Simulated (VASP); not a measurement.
Set up this calculation in VASP 6.6.1, as the native input.

* Task: single point
* Functional: PBE0
* Potentials or basis: VASP PAW PBE potentials, release 64 (Al, Sn_d)
* Cutoff: 400 eV
* k mesh: 2 × 2 × 2
* Occupations: fermi-dirac, width 0.1 eV
* Spin: no spin polarisation
* Dipole correction: no
* Grid for exact exchange (PRECFOCK): Normal
* Further INCAR settings: ALGO = Normal; EDIFF = 1e-06; NBANDS = 55
* Share of exact exchange: 0.25

AlSn3:

```
Al Sn
1.0
     6.00610    0.00000    0.00000
    -3.00305    5.20143    0.00000
    -3.00305    1.73381    5.32549
Al Sn
2 6
Direct
  0.00000 0.00000 0.00000
  0.50000 0.50000 0.50000
  0.88000 0.75000 0.75000
  0.25000 0.38000 0.75000
  0.62000 0.12000 0.75000
  0.12000 0.25000 0.25000
  0.75000 0.62000 0.25000
  0.38000 0.88000 0.25000
```

One way to write it, as run:

POSCAR

```
AlSn3
1.0
    6.0060980000      0.0000000000      0.0000000000
   -3.0030490000      5.2014340000      0.0000000000
   -3.0030490000      1.7338110000      5.3254920000
Al Sn
2 6
Direct
    0.0000000000      0.0000000000      0.0000000000
    0.5000000000      0.5000000000      0.5000000000
    0.8800000000      0.7500000000      0.7500000000
    0.2500000000      0.3800000000      0.7500000000
    0.6200000000      0.1200000000      0.7500000000
    0.1200000000      0.2500000000      0.2500000000
    0.7500000000      0.6200000000      0.2500000000
    0.3800000000      0.8800000000      0.2500000000
```

INCAR.step1

```
SYSTEM = AlSn3
PREC = Accurate
ENCUT = 400
EDIFF = 1E-5
ISMEAR = -1
SIGMA = 0.1
LREAL = .FALSE.
LASPH = .TRUE.
NELM = 120
ALGO = Normal
ISIF = 2
LWAVE = .TRUE.
NBANDS = 55
GGA = PE
GGA_COMPAT = .FALSE.
```

INCAR.step2

```
SYSTEM = AlSn3
PREC = Accurate
ENCUT = 400
EDIFF = 1E-6
ISMEAR = -1
SIGMA = 0.1
LREAL = .FALSE.
LASPH = .TRUE.
NELM = 120
ALGO = Normal
ISIF = 2
LWAVE = .FALSE.
LCHARG = .TRUE.
GGA = PE
LHFCALC = .TRUE.
AEXX = 0.25
PRECFOCK = Normal
LELF = .TRUE.
LVHAR = .TRUE.
NBANDS = 55
ISTART = 1
GGA_COMPAT = .FALSE.
```

KPOINTS

```
Automatic mesh
0
G
  2 2 2
  0 0 0
```

Potentials or basis: VASP PAW PBE potentials, release 64 (Al, Sn_d).

Launch:

```console
$ cat potpaw_PBE.64/Al/POTCAR potpaw_PBE.64/Sn_d/POTCAR > POTCAR
$ cp INCAR.step1 INCAR
$ mpirun -np 1 vasp_std > vasp.out
$ cp INCAR.step2 INCAR
$ mpirun -np 1 vasp_std > vasp.out
```

Results of the run:

```yaml
Pressure: 39.7 GPa
Largest_force: 3.642 eV/Å
Band_gap_on_the_k_mesh: zero (bands 45 and 46 overlap by 1.77 eV)
```

Caveat: the k points lie up to 0.64 Å⁻¹ apart, too coarse for converged energies and pressures of a metal; the PAW data sets were made with another functional, which shifts forces and pressure a little; spin-orbit coupling is left out, which moves the levels of the heavy elements.

Wall time 38 min on 1 thread of AMD EPYC 7R43 64-Core Processor (Zen 3), on a shared host, peak memory 0.26 GiB.
